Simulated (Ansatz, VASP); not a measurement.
**One calculation of La2GaP3, two programs**

File INCAR:

```
  PREC = Accurate
  ENCUT = 520
  EDIFF = 1E-6
  ISMEAR = -1
  SIGMA = 0.02
  LREAL = F
  LASPH = T
  NELM = 60
  ALGO = Normal
  ISIF = 2
  LWAVE = F
  LCHARG = F
  GGA = PE
  NBANDS = 34
```

File KPOINTS:

```
Automatic mesh
0
Gamma
  8 8 8
```

File POSCAR:

```
La2GaP3
1.0
   -2.1222322098      2.1222322098      8.4083890365
    2.1222322098     -2.1222322098      8.4083890365
    2.1222322098      2.1222322098     -8.4083890365
La P Ga
2 3 1
Direct
    0.8375998049      0.8375998049      0.0000000000
    0.1624001951      0.1624001951      0.0000000000
    0.6543476612      0.6543476612      0.0000000000
    0.0000000000      0.0000000000      0.0000000000
    0.3456523388      0.3456523388      0.0000000000
    0.5000000000      0.5000000000      0.0000000000
```

Input for Ansatz:

```yaml
crystal:
  lattice:
    - [-2.1222322098, 2.1222322098, 8.4083890365]
    - [2.1222322098, -2.1222322098, 8.4083890365]
    - [2.1222322098, 2.1222322098, -8.4083890365]
  atoms:
    - { symbol: La, position: [0.8375998049, 0.8375998049, 0.0] }
    - { symbol: P, position: [0.6543476612, 0.6543476612, 0.0] }
    - { symbol: La, position: [0.1624001951, 0.1624001951, 0.0] }
    - { symbol: P, position: [0.0, 0.0, 0.0] }
    - { symbol: Ga, position: [0.5, 0.5, 0.0] }
    - { symbol: P, position: [0.3456523388, 0.3456523388, 0.0] }
kpoints:
  mp_grid: { grid: [8, 8, 8] }
  band_path:
    path:
      - [0.0, 0.0, 0.0]
      - [0.0, 0.0, 0.5]
      - [0.25, 0.25, 0.25]
      - [0.0, 0.5, 0.0]
      - [0.5, 0.5, -0.5]
      - [0.2659257619, 0.7340742381, -0.2659257619]
      - [-0.2659257619, 0.2659257619, 0.2659257619]
      - [-0.0318515237, 0.0318515237, 0.5]
      - [0.5, 0.5, -0.0318515237]
      - [0.0, 0.375, -0.25]
      - [0.125, 0.125, -0.125]
    npoints: 1
hamiltonian:
  xc: pbe
scf:
  occupations: { method: fermi_dirac, width: 0.02 }
  n_extra_bands: 5
output:
  forces: true
  stress: true
  eigenvalues: true
```

Alike in both runs: task single point; functional PBE; k mesh 8 × 8 × 8; occupations fermi-dirac, width 0.02 eV; no spin polarisation.

|  | VASP | Ansatz |
| --- | --- | --- |
| version | VASP 6.6.1 | Ansatz 0.2.0 |
| potentials or method | VASP PAW PBE potentials, release 64 (La, P, Ga_d) | plane waves, PAW |
| plane-wave cutoff (eV) | 520 | 420 |
| valence electrons in the cell | 50 | 50 |

Ansatz gave:

```
pressure (GPa)                     : 0.1
rms of the force components (eV/Å) : 0.052
```

Question: Estimate VASP's values.

Answer: Pressure (GPa): 0.0; rms of the force components (eV/Å): 0.054.

Neither program's run includes spin-orbit coupling.
